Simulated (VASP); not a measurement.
Set up this calculation in VASP 6.6.1, as the native input.

```
Task                   : single point
Functional             : PBE
Potentials or basis    : VASP PAW PBE potentials, release 64 (Ta_pv, Si)
Cutoff                 : 520 eV
k mesh                 : 6 × 6 × 4
Occupations            : gaussian, width 0.1 eV
Spin                   : no spin polarisation
Dipole correction      : no
Further INCAR settings : ALGO = Normal; EDIFF = 1e-06; NBANDS = 16
```

The structure of TaSi2 lies in POSCAR:

```
TaSi2
1.0
    3.1970725000      0.0000000000      0.0000000000
   -1.5985362500      2.7687460000      0.0000000000
    0.0000000000      0.0000000000      5.2413522900
Ta Si
1 2
Direct
    0.0000000000      0.0000000000      0.0000000000
    0.3333333300      0.6666666700      0.2500000000
    0.6666666700      0.3333333300      0.7500000000
```

The input as run:

INCAR

```
SYSTEM = TaSi2
ALGO = Normal
EDIFF = 1E-6
ENCUT = 520
GGA = PE
ISIF = 2
ISMEAR = 0
LASPH = .TRUE.
LCHARG = .FALSE.
LREAL = .FALSE.
LWAVE = .FALSE.
NBANDS = 16
NELM = 80
PREC = Accurate
SIGMA = 0.1
```

KPOINTS

```
k-points
0
G
  6 6 4
  0 0 0
```

Potentials or basis: VASP PAW PBE potentials, release 64 (Ta_pv, Si).

Command:

```sh
$ cat potpaw_PBE.64/Ta_pv/POTCAR potpaw_PBE.64/Si/POTCAR > POTCAR
$ mpirun -np 1 vasp_std > vasp.out
```

Results of the run:

```json
{
 "Pressure": "59.1 GPa",
 "Largest force": "7.660 eV/Å"
}
```

Caveat: the k points lie up to 0.38 Å⁻¹ apart; forces of over 1 eV/Å act on the atoms, so gaps and moduli don't describe the material at rest.

Wall time 11 s on 1 thread of Intel(R) Xeon(R) Platinum 8488C (Sapphire Rapids), on a shared host, peak memory 0.16 GiB.
